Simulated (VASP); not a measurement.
# Tm2N (Cmmm) in VASP: single point with PBE

Aim: the single point of Tm2N with PBE.

Program: VASP 6.6.1. These are calculated values, not measurements. Logs are shortened: lines on timing, memory, paths and dates and some standing lists are left out, and cuts for length are marked.

**1. The cell of the first run**

The structure is orthorhombic, space group Cmmm (No. 65). Conventional cell: a = 4.725 Å, b = 7.726 Å, c = 3.607 Å, α = 90.00°, β = 90.00°, γ = 90.00°. Within 3.1 Å of Tm (site symmetry m2m) lie 3 N at 2.35 to 2.80 Å and 3 Tm at 2.51 to 3.02 Å. Within 3.1 Å of N (site symmetry mmm) lie 6 Tm at 2.35 to 2.80 Å.

The cell was built from a structure type or drawn by symmetry, and may not be a known phase.

**2. Single point, PBE**

File INCAR:

```
ALGO = Normal ; EDIFF = 1E-7
ENCUT = 520 ; GGA = PE
ISIF = 2 ; ISMEAR = 0
LASPH = True ; LCHARG = True
LELF = True ; LREAL = False
LVHAR = True ; LWAVE = False
NBANDS = 32 ; NELM = 60
PREC = Accurate ; SIGMA = 0.1
```

File KPOINTS:

```
k-points
0
Gamma
  4 4 6
```

File POSCAR:

```
Tm2N
1.0
    2.3624335700     -3.8629715100      0.0000000000
    2.3624335700      3.8629715100      0.0000000000
    0.0000000000      0.0000000000      3.6066471000
Tm N
2 1
Direct
    0.3043572400      0.6956427600      0.0000000000
    0.6956427600      0.3043572400      0.0000000000
    0.0000000000      0.0000000000      0.0000000000
```

Potentials or basis: VASP PAW PBE potentials, release 64 (Tm, N).

The run is started by

```
$ cat potpaw_PBE.64/Tm/POTCAR potpaw_PBE.64/N/POTCAR > POTCAR
$ mpirun -np 1 vasp_std > vasp.out
```

OUTCAR:

```text
EDIFF = 1E-7
   ENCUT = 520
   GGA = PE
   ISIF = 2
   ISMEAR = 0
   LASPH = True
   LREAL = False
   NELM = 60
   PREC = Accurate

 ion  position               nearest neighbor table
   1  0.304  0.696  0.000-   3 2.35   2 2.51   2 2.51   2 3.02
   2  0.696  0.304  0.000-   3 2.35   1 2.51   1 2.51   1 3.02
   3  0.000  0.000  0.000-   1 2.35   2 2.35

  LATTYP: Found a base centered orthorhombic cell.
 ALAT       =     4.7248671400
 B/A-ratio  =     1.6351661943
 C/A-ratio  =     0.7633330193

  Lattice vectors:

 A1 = (   2.3624335700,  -3.8629715100,   0.0000000000)
 A2 = (   2.3624335700,   3.8629715100,   0.0000000000)
 A3 = (   0.0000000000,   0.0000000000,   3.6066471000)

Analysis of symmetry for initial positions (statically):
=====================================================================
 Subroutine PRICEL returns:
 Original cell was already a primitive cell.

 Routine SETGRP: Setting up the symmetry group for a
 base centered orthorhombic supercell.

 Subroutine GETGRP returns: Found  8 space group operations
 (whereof  8 operations were pure point group operations)
 out of a pool of  8 trial point group operations.

The static configuration has the point symmetry D_2h.

Analysis of symmetry for dynamics (positions and initial velocities):
=====================================================================
 Subroutine PRICEL returns:
 Original cell was already a primitive cell.

 Routine SETGRP: Setting up the symmetry group for a
 base centered orthorhombic supercell.

 Subroutine GETGRP returns: Found  8 space group operations
 (whereof  8 operations were pure point group operations)
 out of a pool of  8 trial point group operations.

The dynamic configuration has the point symmetry D_2h.

 Subroutine INISYM returns: Found  8 space group operations
 (whereof  8 operations are pure point group operations),
 and found     1 'primitive' translations

----------------------------------------------------------------------------------------

                                     Primitive cell

  volume of cell :      65.8286

  direct lattice vectors                    reciprocal lattice vectors
     2.362433570 -3.862971510  0.000000000     0.211646163 -0.129434038  0.000000000
     2.362433570  3.862971510  0.000000000     0.211646163  0.129434038  0.000000000
     0.000000000  0.000000000  3.606647100     0.000000000  0.000000000  0.277265830

  length of vectors
     4.528094661  4.528094661  3.606647100     0.248087219  0.248087219  0.277265830

  position of ions in fractional coordinates (direct lattice)
     0.304357240  0.695642760  0.000000000
     0.695642760  0.304357240  0.000000000
     0.000000000  0.000000000  0.000000000

  ion indices of the primitive-cell ions
   primitive index   ion index
                 1           1
                 2           2
                 3           3

----------------------------------------------------------------------------------------

 KPOINTS: k-points

Automatic generation of k-mesh.
 Grid dimensions read from file:
 generate k-points for:    4    4    6

 Generating k-lattice:

  Cartesian coordinates                     Fractional coordinates (reciprocal lattice)
     0.052911541 -0.032358509  0.000000000     0.250000000  0.000000000  0.000000000
     0.052911541  0.032358509  0.000000000     0.000000000  0.250000000  0.000000000
     0.000000000  0.000000000  0.046210972     0.000000000  0.000000000  0.166666667

  Length of vectors
     0.062021805  0.062021805  0.046210972

  Shift w.r.t. Gamma in fractional coordinates (k-lattice)
     0.000000000  0.000000000  0.000000000

 Subroutine IBZKPT returns following result:
 ===========================================

 Found     28 irreducible k-points:

 Following reciprocal coordinates:
            Coordinates               Weight
  0.000000  0.000000  0.000000      1.000000
  0.250000  0.000000  0.000000      4.000000
  0.500000  0.000000  0.000000      2.000000
  0.250000  0.250000  0.000000      2.000000
  0.500000  0.250000  0.000000      4.000000
 -0.250000  0.250000  0.000000      2.000000
[... 16 lines left out ...]
  0.250000  0.000000  0.500000      4.000000
  0.500000  0.000000  0.500000      2.000000
 [... further k-points ...]
   k-points           NKPTS =     28   k-points in BZ     NKDIM =     28   number of bands    NBANDS=     32
   number of dos      NEDOS =    301   number of ions     NIONS =      3
   total plane-waves  NPLWV =  36288
   dimension x,y,z NGX =    36 NGY =   36 NGZ =   28
   dimension x,y,z NGXF=    72 NGYF=   72 NGZF=   56
   ions per type =               2   1
   NGX,Y,Z   is equivalent  to a cutoff of  13.22, 13.22, 12.91 a.u.
   NGXF,Y,Z  is equivalent  to a cutoff of  26.43, 26.43, 25.81 a.u.
 SYSTEM =  unknown system
   PREC   = accura    normal or accurate (medium, high low for compatibility)
   ISTART =      0    job   : 0-new  1-cont  2-samecut
   ICHARG =      2    charge: 1-file 2-atom 10-const
   ISPIN  =      1    spin polarized calculation?
   LNONCOLLINEAR =      F non collinear calculations
   LSORBIT =      F    spin-orbit coupling
   LASPH  =      T    aspherical Exc in radial PAW
   ENCUT  =  520.0 eV  38.22 Ry    6.18 a.u.   8.42  8.42  6.71*2*pi/ulx,y,z
   NELM   =     60;   NELMIN=  2; NELMDL= -5     # of ELM steps
   EDIFF  = 0.1E-06   stopping-criterion for ELM
   LREAL  =      F    real-space projection
   EDIFFG = 0.1E-05   stopping-criterion for IOM
   NSW    =      0    number of steps for IOM
   IBRION =     -1    ionic relax: 0-MD 1-quasi-New 2-CG
   NFREE  =      0    steps in history (QN), initial steepest desc. (CG)
   ISIF   =      2    stress and relaxation
   ISYM   =      2    0-nonsym 1-usesym 2-fastsym
   POTIM  = 0.5000    time-step for ionic-motion
   TEBEG  =    0.0;   TEEND  =   0.0 temperature during run
   PSTRESS=    0.0 pullay stress
   NELECT =      51.0000    total number of electrons
   NUPDOWN=      -1.0000    fix difference up-down
   EMIN   =  10.00;   EMAX   =-10.00  energy-range for DOS
   EFERMI =   0.00;   METHOD = LEGACY
   ISMEAR =     0;   SIGMA  =   0.10  broadening in eV -4-tet -1-fermi 0-gaus
   EFERMI_NEDOS =   21; number of points for ismear=-14 and -15
   IALGO  =     38    algorithm
   IMIX   =      4    mixing-type and parameters
     AMIX     =   0.40;   BMIX     =  1.00
     AMIX_MAG =   1.60;   BMIX_MAG =  1.00
  volume/ion in A,a.u.               =      21.94       148.08
  Fermi-wavevector in a.u.,A,eV,Ry     =   1.503580  2.841355 30.759423  2.260754
  Thomas-Fermi vector in A             =   2.614672
   LORBIT       =      0    0 simple, 1 ext, 2 COOP (PROOUT), +10 PAW based schemes
   GGA     = PE    functional components
   LHFCALC =     F    Hartree Fock is set to
   AEXX    =    0.0000 exact exchange contribution
   IVDW    =     0    specifies the selected vdW correction
   LEPSILON=     F    determine dielectric tensor
   LRPA    =     F    only Hartree local field effects (RPA)
 non-spin polarized calculation
 Gauss-broadening in eV      SIGMA  =   0.10
  energy-cutoff  :      520.00
  volume of cell :       65.83
 maximum number of plane-waves:      1787
 NGX is ok and might be reduce to    36
   NGX = 17   NGY = 17   NGZ = 13

 number of electron      50.9999999 magnetization

 Free energy of the ion-electron system (eV)
  ---------------------------------------------------
  ext. energy  EPLUGINS =         0.00000000
  ---------------------------------------------------
  free energy    TOTEN  =       -14.06530801 eV

  energy without entropy =      -13.96168530  energy(sigma->0) =      -14.01349665

 E-fermi :   2.1140     XC(G=0): -10.3237

 val. band max:        2.1018557880   @ k =   0.2500   0.2500   0.0000
 cond. band min:       2.1270846491   @ k =   0.2500   0.2500   0.1667
 fundamental gap:      0.0252288611
 Fermi energy:         2.1140225242

 k-point     1 :       0.0000    0.0000    0.0000
  band No.  band energies     occupation
      1     -48.0709      2.00000
      2     -47.4175      2.00000
      3     -23.3838      2.00000
      4     -21.3858      2.00000
      5     -21.2992      2.00000
      6     -20.8933      2.00000
[... 24 lines left out ...]
     31       5.0111      0.00000
     32       6.9806      0.00000

 k-point     2 :       0.2500    0.0000    0.0000
  band No.  band energies     occupation
      1     -47.9801      2.00000
      2     -47.5174      2.00000
      3     -23.0281      2.00000
      4     -21.6279      2.00000
      5     -21.1990      2.00000
      6     -20.7880      2.00000
[... 24 lines left out ...]
     31       5.7888      0.00000
     32       6.4491      0.00000

 k-point     3 :       0.5000    0.0000    0.0000
  band No.  band energies     occupation
      1     -47.7751      2.00000
      2     -47.7316      2.00000
      3     -22.2948      2.00000
      4     -22.1878      2.00000
      5     -20.9796      2.00000
      6     -20.9144      2.00000
[... 24 lines left out ...]
     31       5.3823      0.00000
     32       6.6636      0.00000

 k-point     4 :       0.2500    0.2500    0.0000
  band No.  band energies     occupation
      1     -47.7753      2.00000
      2     -47.7314      2.00000
      3     -22.3762      2.00000
      4     -22.0981      2.00000
      5     -20.9807      2.00000
      6     -20.9133      2.00000
[... 24 lines left out ...]
     31       6.0143      0.00000
     32       6.0182      0.00000

 k-point     5 :       0.5000    0.2500    0.0000
  band No.  band energies     occupation
      1     -47.9497      2.00000
      2     -47.5490      2.00000
      3     -23.1110      2.00000
      4     -21.4099      2.00000
      5     -21.1516      2.00000
      6     -21.0908      2.00000
[... 584 lines left out ...]
     31       5.0703      0.00000
     32       6.3896      0.00000

 k-point    22 :       0.0000    0.0000    0.5000
  band No.  band energies     occupation
      1     -48.0603      2.00000
      2     -47.4088      2.00000
      3     -23.3525      2.00000
      4     -21.5966      2.00000
      5     -21.3578      2.00000
      6     -20.8692      2.00000
[... 24 lines left out ...]
     31       5.4236      0.00000
     32       5.7065      0.00000

 k-point    23 :       0.2500    0.0000    0.5000
  band No.  band energies     occupation
      1     -47.9698      2.00000
      2     -47.5084      2.00000
      3     -22.9971      2.00000
      4     -21.5978      2.00000
      5     -21.4853      2.00000
      6     -20.9119      2.00000
[... 24 lines left out ...]
     31       6.0262      0.00000
     32       6.7280      0.00000

 k-point    24 :       0.5000    0.0000    0.5000
  band No.  band energies     occupation
      1     -47.7652      2.00000
      2     -47.7220      2.00000
      3     -22.2640      2.00000
      4     -22.1565      2.00000
      5     -21.2440      2.00000
      6     -21.1649      2.00000
[... 24 lines left out ...]
     31       5.7500      0.00000
     32       7.8114      0.00000

 [... further k-points ...]

------------------------ aborting loop because EDIFF is reached ----------------------------------------

  FORCE on cell =-STRESS in cart. coord.  units (eV):
  Direction    XX          YY          ZZ          XY          YZ          ZX
  --------------------------------------------------------------------------------------
  -------------------------------------------------------------------------------------
  Total        2.2058060     -5.8765407      0.4150529      0.0000000      0.0000000      0.0000000
  in kB       53.6862580   -143.0268511     10.1018109      0.0000000      0.0000000      0.0000000
  external PRESSURE =     -26.4129274 kB  Pullay stress =       0.0000000 kB

 VOLUME and BASIS-vectors are now :
 -----------------------------------------------------------------------------
  energy-cutoff  :      520.00
  volume of cell :       65.83
      direct lattice vectors                 reciprocal lattice vectors
     2.362433570 -3.862971510  0.000000000     0.211646163 -0.129434038  0.000000000
     2.362433570  3.862971510  0.000000000     0.211646163  0.129434038  0.000000000
     0.000000000  0.000000000  3.606647100     0.000000000  0.000000000  0.277265830

 POSITION                                       TOTAL-FORCE (eV/Angst)
 -----------------------------------------------------------------------------------
      2.36243      1.51152      0.00000         0.000000     -0.765428      0.000000
      2.36243     -1.51152      0.00000         0.000000      0.765428     -0.000000
      0.00000      0.00000      0.00000         0.000000      0.000000      0.000000
 -----------------------------------------------------------------------------------
    total drift:                                0.000000     -0.000000     -0.000000

  FREE ENERGIE OF THE ION-ELECTRON SYSTEM (eV)
  ---------------------------------------------------
  free  energy   TOTEN  =       -14.0653080111 eV

  energy  without entropy=      -13.9616852985  energy(sigma->0) =      -14.01349665
```

Run time: 1.9 min. Hardware: 1 thread of Intel Xeon 6975P-C (Granite Rapids), shared host; peak memory 0.22 GiB.

What came out:

| Quantity | Value |
| --- | --- |
| Free energy | -14.0653 eV |
| Pressure | -2.6 GPa |
| Largest force | 0.765 eV/Å |
| Band gap on the k mesh | zero (an odd number of electrons rules out a gap without spin polarisation) |

Forces on the atoms (eV/Å):
```
Tm   0.000 -0.765  0.000
Tm   0.000  0.765  0.000
N    0.000  0.000  0.000
```

Caveat: the k points lie up to 0.39 Å⁻¹ apart, too coarse for converged energies and pressures of a metal; spin-orbit coupling is left out, which moves the levels of the heavy elements; the run has no spin polarisation, though such a crystal can be magnetic; semilocal functionals describe open f shells poorly, which spoils levels, moments and volumes.
